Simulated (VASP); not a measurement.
# Ni (I4/mmm) in VASP: single point with PBE

Aim: the single point of Ni with PBE.

Program: VASP 6.6.1. These are calculated values, not measurements. Logs are shortened: lines on timing, memory, paths and dates and some standing lists are left out, and cuts for length are marked.

**1. The cell of the first run**

Symmetry: I4/mmm, No. 139, tetragonal system. Conventional cell: a = 2.886 Å, b = 2.886 Å, c = 2.653 Å, α = 90.00°, β = 90.00°, γ = 90.00°. Ni (site symmetry 4/mmm) has 14 Ni at 2.43 to 2.89 Å within 3.2 Å.

**2. Single point, PBE, collinear spin, ferromagnetic start**

File INCAR:

```
SYSTEM = Ni
PREC = Accurate ; ENCUT = 520
EDIFF = 1E-7 ; ISMEAR = 0
SIGMA = 0.15 ; LREAL = .False.
LASPH = .True. ; NELM = 150
ALGO = Normal ; ISIF = 2
LWAVE = .False. ; LCHARG = .True.
ISPIN = 2 ; MAGMOM = 0.81
LORBIT = 11 ; LMAXMIX = 4
GGA = PE ; LELF = .True.
LVHAR = .True. ; NBANDS = 15
```

File KPOINTS:

```
Automatic mesh
0
Gamma
  26 26 26
  0 0 0
```

File POSCAR:

```
Ni
1.0
    0.0000000000      2.0409491895      1.3266169732
    2.0409491895      0.0000000000      1.3266169732
    2.0409491895      2.0409491895      0.0000000000
Ni
1
Direct
    0.0000000000      0.0000000000      0.0000000000
```

Potentials or basis: VASP PAW PBE potentials, release 64 (Ni).

Command:

```bash
$ cat potpaw_PBE.64/Ni/POTCAR > POTCAR
$ mpirun -np 1 vasp_std > vasp.out
```

OUTCAR:

```text
SYSTEM = Ni
   PREC = Accurate
   ENCUT = 520
   EDIFF = 1E-7
   ISMEAR = 0
   LREAL = .False.
   LASPH = .True.
   NELM = 150
   ISIF = 2
   ISPIN = 2
   LORBIT = 11
   GGA = PE

 ion  position               nearest neighbor table
   1  0.000  0.000  0.000-

  LATTYP: Found a body centered tetragonal cell.
 ALAT       =     2.8863380239
 C/A-ratio  =     0.9192388156

  Lattice vectors:

 A1 = (   0.0000000000,  -2.0409491895,  -1.3266169732)
 A2 = (   0.0000000000,   2.0409491895,  -1.3266169732)
 A3 = (   2.0409491895,   0.0000000000,   1.3266169732)

Analysis of symmetry for initial positions (statically):
=====================================================================
 Subroutine PRICEL returns:
 Original cell was already a primitive cell.

 Routine SETGRP: Setting up the symmetry group for a
 body centered tetragonal supercell.

 Subroutine GETGRP returns: Found 16 space group operations
 (whereof 16 operations were pure point group operations)
 out of a pool of 16 trial point group operations.

The static configuration has the point symmetry D_4h.

Analysis of symmetry for dynamics (positions and initial velocities):
=====================================================================
 Subroutine PRICEL returns:
 Original cell was already a primitive cell.

 Routine SETGRP: Setting up the symmetry group for a
 body centered tetragonal supercell.

 Subroutine GETGRP returns: Found 16 space group operations
 (whereof 16 operations were pure point group operations)
 out of a pool of 16 trial point group operations.

The dynamic configuration has the point symmetry D_4h.

Analysis of structural, dynamic, and magnetic symmetry:
=====================================================================
 Subroutine PRICEL returns:
 Original cell was already a primitive cell.

 Routine SETGRP: Setting up the symmetry group for a
 body centered tetragonal supercell.

 Subroutine GETGRP returns: Found 16 space group operations
 (whereof 16 operations were pure point group operations)
 out of a pool of 16 trial point group operations.

The overall configuration has the point symmetry D_4h.

 Subroutine INISYM returns: Found 16 space group operations
 (whereof 16 operations are pure point group operations),
 and found     1 'primitive' translations

----------------------------------------------------------------------------------------

                                     Primitive cell

  volume of cell :      11.0520

  direct lattice vectors                    reciprocal lattice vectors
     0.000000000  2.040949190  1.326616973    -0.244984051  0.244984051  0.376898540
[... 119 lines left out ...]
 maximum number of plane-waves:       313
   NGX =  9   NGY =  9   NGZ = 11

 number of electron      10.0000000 magnetization       0.5694806

 Free energy of the ion-electron system (eV)
  ---------------------------------------------------
  ext. energy  EPLUGINS =         0.00000000
  ---------------------------------------------------
  free energy    TOTEN  =        -5.39439657 eV

  energy without entropy =       -5.37711949  energy(sigma->0) =       -5.38575803

 E-fermi :   9.0533     XC(G=0): -13.1578

 val. band max:        9.0526205253   @ k =   0.3462   0.1538   0.0000
 cond. band min:       9.0537385890   @ k =  -0.4615   0.4231   0.1154
 fundamental gap:      0.0011180637
 Fermi energy:         9.0533086199

 spin component 1

 k-point     1 :       0.0000    0.0000    0.0000
  band No.  band energies     occupation
      1       0.2549      1.00000
      2       6.5040      1.00000
      3       6.9354      1.00000
      4       6.9354      1.00000
      5       7.7779      1.00000
      6       8.4020      1.00000
      7      34.4366      0.00000
      8      34.4366      0.00000
      9      36.8157      0.00000
     10      39.3162      0.00000
     11      39.8180      0.00000
     12      40.5280      0.00000
     13      40.5280      0.00000
     14      41.0515      0.00000
[... 403 lines left out ...]
      4       8.1458      1.00000
      5       8.5985      0.99999
      6       8.5989      0.99999
      7      18.6288      0.00000
      8      27.9820      0.00000
      9      28.6215      0.00000
     10      32.5336      0.00000
     11      35.5214      0.00000
     12      41.5847      0.00000
     13      49.9241      0.00000
     14      53.2884      0.00000
     15      54.6457      0.00000

 [... further k-points ...]

 spin component 2

 k-point     1 :       0.0000    0.0000    0.0000
  band No.  band energies     occupation
      1       0.2334      1.00000
      2       7.2334      1.00000
      3       7.5894      1.00000
      4       7.5894      1.00000
      5       8.3824      1.00000
      6       8.8473      0.97395
      7      34.3307      0.00000
      8      34.3307      0.00000
      9      36.7083      0.00000
     10      39.2797      0.00000
     11      39.9867      0.00000
     12      40.6683      0.00000
     13      40.6683      0.00000
     14      40.9461      0.00000
[... 403 lines left out ...]
      4       8.6681      0.99986
      5       9.1367      0.21593
      6       9.3787      0.00108
      7      18.8310      0.00000
      8      27.9304      0.00000
      9      28.7264      0.00000
     10      32.6437      0.00000
     11      35.5957      0.00000
     12      41.6117      0.00000
     13      49.8881      0.00000
     14      53.3075      0.00000
     15      55.6998      0.00000

 [... further k-points ...]
[... 5 lines left out ...]
  --------------------------------------------------------------------------------------
  -------------------------------------------------------------------------------------
  Total        0.0065718      0.0065718     -0.2581593      0.0000000      0.0000000      0.0000000
  in kB        0.9526974      0.9526974    -37.4247145      0.0000000      0.0000000      0.0000000
  external PRESSURE =     -11.8397732 kB  Pullay stress =       0.0000000 kB

 VOLUME and BASIS-vectors are now :
 -----------------------------------------------------------------------------
  energy-cutoff  :      520.00
  volume of cell :       11.05
      direct lattice vectors                 reciprocal lattice vectors
     0.000000000  2.040949190  1.326616973    -0.244984051  0.244984051  0.376898540
     2.040949190  0.000000000  1.326616973     0.244984051 -0.244984051  0.376898540
     2.040949190  2.040949190  0.000000000     0.244984051  0.244984051 -0.376898540

 POSITION                                       TOTAL-FORCE (eV/Angst)
 -----------------------------------------------------------------------------------
      0.00000      0.00000      0.00000         0.000000     -0.000000      0.000000
 -----------------------------------------------------------------------------------
    total drift:                                0.000000     -0.000000      0.000000

  FREE ENERGIE OF THE ION-ELECTRON SYSTEM (eV)
  ---------------------------------------------------
  free  energy   TOTEN  =        -5.3943965733 eV

  energy  without entropy=       -5.3771194894  energy(sigma->0) =       -5.38575803

 total charge

# of ion       s       p       d       tot
------------------------------------------
    1        0.487   0.477   8.325   9.288

 magnetization (x)

# of ion       s       p       d       tot
------------------------------------------
    1       -0.005  -0.019   0.604   0.580
```

OSZICAR:

```text
N       E                     dE             d eps       ncg     rms          rms(c)
DAV:   1     0.330181354770E+02    0.33018E+02   -0.42083E+03 84739   0.856E+02
DAV:   2    -0.492510964674E+01   -0.37943E+02   -0.35265E+02 91000   0.161E+02
DAV:   3    -0.636341796446E+01   -0.14383E+01   -0.14215E+01 97983   0.308E+01
DAV:   4    -0.637229675903E+01   -0.88788E-02   -0.88767E-02 96736   0.231E+00
DAV:   5    -0.637240787192E+01   -0.11111E-03   -0.11111E-03100067   0.232E-01    0.955E+00
DAV:   6    -0.572271584052E+01    0.64969E+00   -0.12769E+01115976   0.388E+01    0.579E+00
DAV:   7    -0.541080302377E+01    0.31191E+00   -0.22741E+00112208   0.149E+01    0.188E+00
DAV:   8    -0.539682892614E+01    0.13974E-01   -0.25624E-02103129   0.108E+00    0.888E-01
DAV:   9    -0.539478731327E+01    0.20416E-02   -0.15160E-03134426   0.234E-01    0.239E-01
DAV:  10    -0.539439613850E+01    0.39117E-03   -0.42838E-04135195   0.125E-01    0.332E-02
DAV:  11    -0.539439540573E+01    0.73276E-06   -0.22665E-05112171   0.363E-02    0.211E-02
DAV:  12    -0.539439650786E+01   -0.11021E-05   -0.24950E-06114586   0.977E-03    0.766E-03
DAV:  13    -0.539439657328E+01   -0.65418E-07   -0.23600E-07104697   0.521E-03
   1 F= -.53943966E+01 E0= -.53857580E+01  d E =-.172771E-01  mag=     0.5698
```

stdout:

```text
POSCAR found type information on POSCAR Ni
 POSCAR found :  1 types and       1 ions
 scaLAPACK will be used
 LDA part: xc-table for (Slater+PW92), standard interpolation
 POSCAR, INCAR and KPOINTS ok, starting setup
 FFT: planning ... GRIDC
 FFT: planning ... GRID_SOFT
 FFT: planning ... GRID
 WAVECAR not read
 entering main loop
```

Run time: 9.8 min. Hardware: 1 thread of Oxide Virtual Turin-like, shared host; peak memory 0.38 GiB.

What came out:

- Free energy: -5.3944 eV
- Pressure: -1.2 GPa
- Net moment: 0.57 μB per cell
- Site moments: Ni +0.58 μB
- Valence electrons inside the program's atomic spheres: Ni 9.29

Stress tensor (GPa, compression positive):
```
 0.10  0.00  0.00
 0.00  0.10  0.00
 0.00  0.00 -3.74
```
